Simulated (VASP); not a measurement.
Runs of VASP 6.6.1 on NaF (Villiaumite). The structure is that of space group Fm-3m (No. 225), or close to it. The cells are those of the table. 

| task | level | cell | gap on the mesh (eV) | pressure (GPa) |
| --- | --- | --- | --- | --- |
| single point | PBEsol | a = 3.274 Å, angles 60.0°, 2 atoms | 6.18 | (b) |
| relaxation of the atoms | r2SCAN | atoms relaxed from a = 3.313 Å, angles 60.0°, 2 atoms | 6.99 | -3.3 |
| relaxation of the atoms | r2SCAN | atoms relaxed from a = 3.271 Å, angles 60.0°, 2 atoms | 7.20 | -1.7 |
| single point | r2SCAN | a = 3.249 Å, angles 60.0°, 2 atoms | (a) | -0.9 |
| single point | r2SCAN | a = 3.292 Å, angles 60.0°, 2 atoms | 7.09 | -2.3 |
| relaxation of the atoms | r2SCAN | atoms relaxed from a = 3.292 Å, angles 60.0°, 2 atoms | 7.09 | -2.3 |
| single point | r2SCAN | a = 3.271 Å, angles 60.0°, 2 atoms | 7.20 | -1.7 |

Alike in all rows: potentials or basis VASP PAW PBE potentials, release 64 (Na_pv, F); no spin polarisation; k mesh 10 × 10 × 10; cutoff (eV) 520; smearing fermi-dirac 0.02 eV.

Task: Estimate the missing entries.

Result: (a) 7.32; (b) -0.1.

Caveats: the PAW data sets were made with another functional, which shifts forces and pressure a little; the relaxation stopped at its first step, so nothing moved (some runs).

A k mesh can miss the band edges.
